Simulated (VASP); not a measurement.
A run of VASP 6.6.1 is set up as follows.

INCAR

```
SYSTEM = Si2As3
ALGO     = Normal         ! electronic algorithm
EDIFF    = 1E-7           ! SCF threshold, eV
ENCUT    = 520            ! plane-wave cutoff, eV
GGA      = PE             ! functional
ISIF     = 2              ! what is computed and relaxed
ISMEAR   = 0              ! smearing method
LASPH    = .TRUE.         ! aspherical terms in the spheres
LCHARG   = .FALSE.        ! write CHGCAR
LREAL    = .FALSE.        ! projectors in reciprocal space
LWAVE    = .FALSE.        ! write WAVECAR
NBANDS   = 34             ! bands
NELM     = 80             ! most SCF steps
PREC     = Accurate       ! precision mode
SIGMA    = 0.02           ! smearing width, eV
```

The input KPOINTS:

```
k-points
0
G
  12 12 2
  0 0 0
```

The input POSCAR:

```
Si2As3
1.0
    3.6799074985      0.0000000000      0.0000000000
   -1.8399537493      3.1868933773      0.0000000000
    0.0000000000      0.0000000000     22.7164311703
Si As
4 6
Direct
    0.0000000000      0.0000000000      0.7462876035
    0.0000000000      0.0000000000      0.6422240347
    0.0000000000      0.0000000000      0.2537123965
    0.0000000000      0.0000000000      0.3577759653
    0.3333333333      0.6666666667      0.0301895145
    0.6666666667      0.3333333333      0.9698104855
    0.3333333333      0.6666666667      0.7949871954
    0.3333333333      0.6666666667      0.5935359092
    0.6666666667      0.3333333333      0.2050128046
    0.6666666667      0.3333333333      0.4064640908
```

Potentials or basis: VASP PAW PBE potentials, release 64 (Si, As).

Run with:

```console
$ cat potpaw_PBE.64/Si/POTCAR potpaw_PBE.64/As/POTCAR > POTCAR
$ mpirun -np 1 vasp_std > vasp.out
```

(1) Predict the largest force.

(2) What does it give for the pressure?

(3) Predict the band gap on the k mesh.

Results:

(1) 0.075 eV/Å.

(2) 0.2 GPa.

(3) 0.98 eV (least direct gap 1.25 eV).

Caveat: this functional lacks dispersion, which binds the layers, so the pressure and a relaxed spacing across them are unreliable.
